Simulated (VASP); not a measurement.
Wanted: the native input for a VASP 6.6.1 run.

```
Task                   : single point
Functional             : PBE
Potentials or basis    : VASP PAW PBE potentials, release 64 (Sr_sv, P, Rh_pv)
Cutoff                 : 520 eV
k mesh                 : 8 × 8 × 8
Occupations            : gaussian, width 0.1 eV
Spin                   : no spin polarisation
Dipole correction      : no
Further INCAR settings : ALGO = Normal; EDIFF = 1e-07; NBANDS = 33
```

The structure of Sr3PRh lies in POSCAR:

```
Sr3PRh
1.0
    5.5521158834      0.0000000000      0.0000000000
    0.0000000000      5.5521158834      0.0000000000
    0.0000000000      0.0000000000      5.5521158834
Sr P Rh
3 1 1
Direct
    0.5000000000      0.0000000000      0.0000000000
    0.0000000000      0.5000000000      0.0000000000
    0.0000000000      0.0000000000      0.5000000000
    0.5000000000      0.5000000000      0.5000000000
    0.0000000000      0.0000000000      0.0000000000
```

The input as run:

INCAR

```
SYSTEM = Sr3PRh
PREC = Accurate
ENCUT = 520
EDIFF = 1E-7
ISMEAR = 0
SIGMA = 0.1
LREAL = .False.
LASPH = .True.
NELM = 100
ALGO = Normal
ISIF = 2
LWAVE = .False.
LCHARG = .False.
GGA = PE
NBANDS = 33
```

KPOINTS

```
regular mesh
0
Gamma
  8 8 8
  0 0 0
```

Potentials or basis: VASP PAW PBE potentials, release 64 (Sr_sv, P, Rh_pv).

Run with:

```console
$ cat potpaw_PBE.64/Sr_sv/POTCAR potpaw_PBE.64/P/POTCAR potpaw_PBE.64/Rh_pv/POTCAR > POTCAR
$ mpirun -np 1 vasp_std > vasp.out
```

Results of the run:

```json
{
 "Pressure": "0.3 GPa",
 "Band gap on the k mesh": "zero (band 25 reaches 2.29 eV, above the bottom of band 26 at 2.21 eV)"
}
```

Run time: 5.5 min on 1 thread of AMD EPYC 7571, with other jobs on the host, peak memory 0.34 GiB.
